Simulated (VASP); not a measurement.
# InP (Cmcm) in VASP: further runs, part 2 of 2

VASP 6.6.1.

**3. Relaxation of cell and atoms, PBE**

This run uses another cell than the first one, of 22.40 Å³/atom.

Input file INCAR:

```
PREC = Accurate
ENCUT = 600
EDIFF = 1E-6
ISMEAR = 0
SIGMA = 0.1
LREAL = F
LASPH = T
NELM = 60
ALGO = Normal
ISIF = 3
LWAVE = F
LCHARG = F
GGA = PE
IBRION = 2
NSW = 90
EDIFFG = -0.04
```

Input file KPOINTS:

```
regular mesh
0
Gamma
  6 6 4
```

Input file POSCAR:

```
InP
1.0
    1.8734512832     -6.1127627720      0.0000000000
    1.8734512832      6.1127627720      0.0000000000
    0.0000000000      0.0000000000      3.9118438950
In P
2 2
Direct
    0.6555386407      0.3444613593      0.7500000000
    0.3444613593      0.6555386407      0.2500000000
    0.8828348320      0.1171651680      0.7500000000
    0.1171651680      0.8828348320      0.2500000000
```

Potentials or basis: VASP PAW PBE potentials, release 64 (In_d, P).

Launch:

```
> cat potpaw_PBE.64/In_d/POTCAR potpaw_PBE.64/P/POTCAR > POTCAR
> mpirun -np 1 vasp_std > vasp.out
```

OUTCAR:

```text
PREC = Accurate
   ENCUT = 600
   EDIFF = 1E-6
   ISMEAR = 0
   LREAL = F
   LASPH = T
   NELM = 60
   ISIF = 3
   GGA = PE
   IBRION = 2
   NSW = 90
   EDIFFG = -0.04

 ion  position               nearest neighbor table
   1  0.656  0.344  0.750-   4 2.75   4 2.75   4 2.75   4 2.75   3 2.78   2 3.56   2 3.56   2 3.56
                             2 3.56
   2  0.344  0.656  0.250-   3 2.75   3 2.75   3 2.75   3 2.75   4 2.78   1 3.56   1 3.56   1 3.56
                             1 3.56
   3  0.883  0.117  0.750-   2 2.75   2 2.75   2 2.75   2 2.75   1 2.78
   4  0.117  0.883  0.250-   1 2.75   1 2.75   1 2.75   1 2.75   2 2.78

  LATTYP: Found a base centered orthorhombic cell.
 ALAT       =     3.7469025664
 B/A-ratio  =     3.2628351892
 C/A-ratio  =     1.0440207146

  Lattice vectors:

 A1 = (   1.8734512832,  -6.1127627720,   0.0000000000)
 A2 = (   1.8734512832,   6.1127627720,   0.0000000000)
 A3 = (   0.0000000000,   0.0000000000,   3.9118438950)

Analysis of symmetry for initial positions (statically):
=====================================================================
 Subroutine PRICEL returns:
 Original cell was already a primitive cell.

 Routine SETGRP: Setting up the symmetry group for a
 base centered orthorhombic supercell.

 Subroutine GETGRP returns: Found  8 space group operations
 (whereof  4 operations were pure point group operations)
 out of a pool of  8 trial point group operations.

The static configuration has the point symmetry C_2h.
 The point group associated with its full space group is D_2h.

Analysis of symmetry for dynamics (positions and initial velocities):
=====================================================================
 Subroutine PRICEL returns:
 Original cell was already a primitive cell.

 Routine SETGRP: Setting up the symmetry group for a
[... 136 lines left out ...]
   GGA     = PE    functional components
   LHFCALC =     F    Hartree Fock is set to
   AEXX    =    0.0000 exact exchange contribution
   IVDW    =     0    specifies the selected vdW correction
   LEPSILON=     F    determine dielectric tensor
   LRPA    =     F    only Hartree local field effects (RPA)
 conjugate gradient relaxation of ions
 non-spin polarized calculation
 Gauss-broadening in eV      SIGMA  =   0.10
  energy-cutoff  :      600.00
  volume of cell :       89.60
 maximum number of plane-waves:      3016
 NGX is ok and might be reduce to    54
   NGX = 25   NGY = 25   NGZ = 15

--------------------------------------- Ionic step        1  -------------------------------------------

 number of electron      35.9999997 magnetization

 Free energy of the ion-electron system (eV)
  ---------------------------------------------------
  ext. energy  EPLUGINS =         0.00000000
  ---------------------------------------------------
  free energy    TOTEN  =       -15.22540718 eV

  energy without entropy =      -15.21987325  energy(sigma->0) =      -15.22264022

------------------------ aborting loop because EDIFF is reached ----------------------------------------

  FORCE on cell =-STRESS in cart. coord.  units (eV):
  Direction    XX          YY          ZZ          XY          YZ          ZX
  --------------------------------------------------------------------------------------
  -------------------------------------------------------------------------------------
  Total        0.0462352      0.0959859     -0.6985762      0.0000000     -0.0000000      0.0000000
  in kB        0.8267831      1.7164314    -12.4920277      0.0000000     -0.0000000      0.0000000
  external PRESSURE =      -3.3162711 kB  Pullay stress =       0.0000000 kB
[... 101 lines left out ...]
--------------------------------------- Ionic step        4  -------------------------------------------

 number of electron      35.9999997 magnetization

 Free energy of the ion-electron system (eV)
  ---------------------------------------------------
  ext. energy  EPLUGINS =         0.00000000
  ---------------------------------------------------
  free energy    TOTEN  =       -15.23056863 eV

  energy without entropy =      -15.22283527  energy(sigma->0) =      -15.22670195

 E-fermi :   6.5558     XC(G=0): -10.1346

 val. band max:        6.4893849300   @ k =   0.5000   0.1667   0.0000
 cond. band min:       6.5823884372   @ k =   0.5000   0.1667   0.5000
 fundamental gap:      0.0930035072
 Fermi energy:         6.5557999763

 k-point     1 :       0.0000    0.0000    0.0000
  band No.  band energies     occupation
      1      -8.0363      2.00000
      2      -7.8467      2.00000
      3      -7.7864      2.00000
      4      -7.7822      2.00000
      5      -7.7743      2.00000
      6      -7.7600      2.00000
[... 589 lines left out ...]
     21      10.0165      0.00000
     22      10.5754      0.00000

 [... further k-points ...]

------------------------ aborting loop because EDIFF is reached ----------------------------------------

  FORCE on cell =-STRESS in cart. coord.  units (eV):
  Direction    XX          YY          ZZ          XY          YZ          ZX
  --------------------------------------------------------------------------------------
  -------------------------------------------------------------------------------------
  Total        0.0306071      0.0888832     -0.0050293      0.0000000      0.0000000      0.0000000
  in kB        0.5489892      1.5942692     -0.0902084      0.0000000      0.0000000      0.0000000
  external PRESSURE =       0.6843500 kB  Pullay stress =       0.0000000 kB
[... 19 lines left out ...]
  FREE ENERGIE OF THE ION-ELECTRON SYSTEM (eV)
  ---------------------------------------------------
  free  energy   TOTEN  =       -15.2305686284 eV

  energy  without entropy=      -15.2228352746  energy(sigma->0) =      -15.22670195

 reached required accuracy - stopping structural energy minimisation
```

Wall time 8.2 min (1 thread of Intel Xeon 8259CL, shared host); peak memory 0.34 GiB.

What came out:

```yaml
Free_energy: -15.2306 eV
Relaxed_volume: 22.33 Å³/atom
Relaxed_cell: a = 6.423 Å, b = 6.423 Å, c = 3.865 Å, α = 90.00°, β = 90.00°, γ = 145.93°
Space_group_after_relaxing_to_0.1_Å: Cmcm (No. 63)
Energy_gained_by_relaxing: 1.3 meV/atom
Ionic_steps: 4
Pressure_after_relaxing: 0.1 GPa
Largest_force_after_relaxing: 0.037 eV/Å
Band_gap_on_the_k_mesh: zero (bands 18 and 19 overlap by 1.09 eV)
```

Forces in eV/Å, atoms in the order of the input:
```
In   0.000 -0.037  0.000
In   0.000  0.037  0.000
P    0.000  0.037  0.000
P    0.000 -0.037  0.000
```

Step by step:
| step | energy change (eV) | largest force (eV/Å) | pressure (GPa) | volume (Å³) |
| --- | --- | --- | --- | --- |
| 1 | 0.0000 | 0.0479 | -0.33 | 89.60 |
| 2 | -0.0038 | 0.0240 | 0.22 | 88.99 |
| 3 | -0.0040 | 0.0244 | 0.33 | 88.85 |
| 4 | -0.0052 | 0.0374 | 0.07 | 89.32 |

Final structure:
```cif
data_structure
_symmetry_space_group_name_H-M 'P 1'
_symmetry_Int_Tables_number 1
_cell_length_a 6.4232
_cell_length_b 6.4232
_cell_length_c 3.8650
_cell_angle_alpha 90.000
_cell_angle_beta 90.000
_cell_angle_gamma 145.932
_cell_volume 89.32
loop_
_atom_site_label
_atom_site_type_symbol
_atom_site_fract_x
_atom_site_fract_y
_atom_site_fract_z
_atom_site_occupancy
In1 In 0.65577 0.34423 0.75000 1
In2 In 0.34423 0.65577 0.25000 1
P1 P 0.88248 0.11752 0.75000 1
P2 P 0.11752 0.88248 0.25000 1
```

Levels at points of the mesh, in eV from the Fermi level:
| k point | band 16 | band 17 | band 18 | band 19 | band 20 | band 21 |
| --- | --- | --- | --- | --- | --- | --- |
| (0.00, 0.00, 0.00) | -1.36 | -0.88 | -0.59 | -0.09 | 0.78 | 4.60 |
| (0.50, 0.00, 0.00) | -1.22 | -0.12 | 0.47 | 2.82 | 3.08 | 3.11 |
| (0.50, 0.50, 0.00) | -1.70 | -1.26 | -0.61 | -0.33 | 0.88 | 4.08 |
| (0.00, 0.00, 0.50) | -2.61 | 0.38 | 0.38 | 3.49 | 3.49 | 4.04 |
| (0.50, 0.00, 0.50) | -3.51 | -3.36 | -3.36 | -0.27 | -0.27 | 3.53 |
| (0.50, 0.50, 0.50) | -0.60 | 0.29 | 0.29 | 2.02 | 2.02 | 3.27 |

Caveat: the k points lie up to 0.41 Å⁻¹ apart in the final cell, too coarse for converged energies and pressures of a metal; spin-orbit coupling is left out, which moves the levels of the heavy elements.

**4. Single point, PBE**

This run uses another cell than the first one, of 22.81 Å³/atom.

Input file INCAR:

```
SYSTEM = InP
  PREC = Accurate
  ENCUT = 520
  EDIFF = 1E-6
  ISMEAR = 0
  SIGMA = 0.1
  LREAL = .FALSE.
  LASPH = .TRUE.
  NELM = 60
  ALGO = Normal
  ISIF = 2
  LWAVE = .FALSE.
  LCHARG = .FALSE.
  GGA = PE
  NBANDS = 26
```

Input file KPOINTS:

```
regular mesh
0
G
  12 12 12
  0 0 0
```

Input file POSCAR:

```
InP
1.0
    1.9086517516     -6.2446484357      0.0000000000
    1.9086517516      6.2446484357      0.0000000000
    0.0000000000      0.0000000000      3.8279182163
In P
2 2
Direct
    0.6563182318      0.3436817682      0.2500000000
    0.3436817682      0.6563182318      0.7500000000
    0.8763041725      0.1236958275      0.2500000000
    0.1236958275      0.8763041725      0.7500000000
```

Launch:

```
> cat potpaw_PBE.64/In_d/POTCAR potpaw_PBE.64/P/POTCAR > POTCAR
> mpirun -np 1 vasp_std > vasp.out
```

Run time: 16 min. Hardware: 1 thread of Intel Xeon 8259CL, shared host; peak memory 0.69 GiB.

The run converged. Its results:

| Quantity | Value |
| --- | --- |
| Free energy | -15.3079 eV |
| Pressure | 0.0 GPa |
| Largest force | 0.004 eV/Å |
| Band gap on the k mesh | zero (bands 18 and 19 overlap by 1.52 eV) |

Forces on the atoms (eV/Å):
```
In   0.000 -0.004  0.000
In   0.000  0.004  0.000
P    0.000 -0.003  0.000
P    0.000  0.003  0.000
```

Levels at points of the mesh, in eV from the Fermi level:
```tsv
k point	band 16	band 17	band 18	band 19	band 20	band 21
(0.00, 0.00, 0.00)	-1.52	-0.90	-0.47	-0.09	0.89	4.55
(0.50, 0.00, 0.00)	-1.21	0.10	0.51	2.97	3.17	3.28
(0.50, 0.50, 0.00)	-1.58	-0.96	-0.47	-0.40	0.84	4.06
(0.00, 0.00, 0.50)	-2.35	0.35	0.35	3.31	3.31	3.95
(0.50, 0.00, 0.50)	-3.49	-3.24	-3.24	-0.23	-0.23	3.77
(0.50, 0.50, 0.50)	-0.63	0.27	0.27	2.23	2.23	3.22
```

Caveat: spin-orbit coupling is left out, which moves the levels of the heavy elements.

**5. Summary**

```tsv
task	cell	k mesh	cutoff (eV)	gap on the mesh (eV)	pressure (GPa)	relaxed volume (Å³/atom)	largest force (eV/Å)
relaxation of cell and atoms	relaxed from a = 5.986, b = 5.986, c = 4.174 Å, angles 90.0, 90.0, 136.8°, 4 atoms, atomic positions A	4 × 4 × 4	600	none	0.1	22.54	0.02
relaxation of cell and atoms	relaxed from a = 6.393, b = 6.393, c = 3.912 Å, angles 90.0, 90.0, 145.9°, 4 atoms, atomic positions B	6 × 6 × 4	600	none	0.1	22.33	0.04
single point	a = 6.530, b = 6.530, c = 3.828 Å, angles 90.0, 90.0, 146.0°, 4 atoms, atomic positions C	12 × 12 × 12	520	none	0.0	-	-
```

Alike in all rows: level PBE; potentials or basis VASP PAW PBE potentials, release 64 (In_d, P); no spin polarisation; smearing gaussian 0.1 eV.

Caveats: some runs use coarse meshes; spin-orbit coupling is left out, which moves the levels of the heavy elements.

Absolute energies hang on the potentials; compare differences alone.

The gap in the log of VASP goes by the Fermi energy; the results here count the filled bands.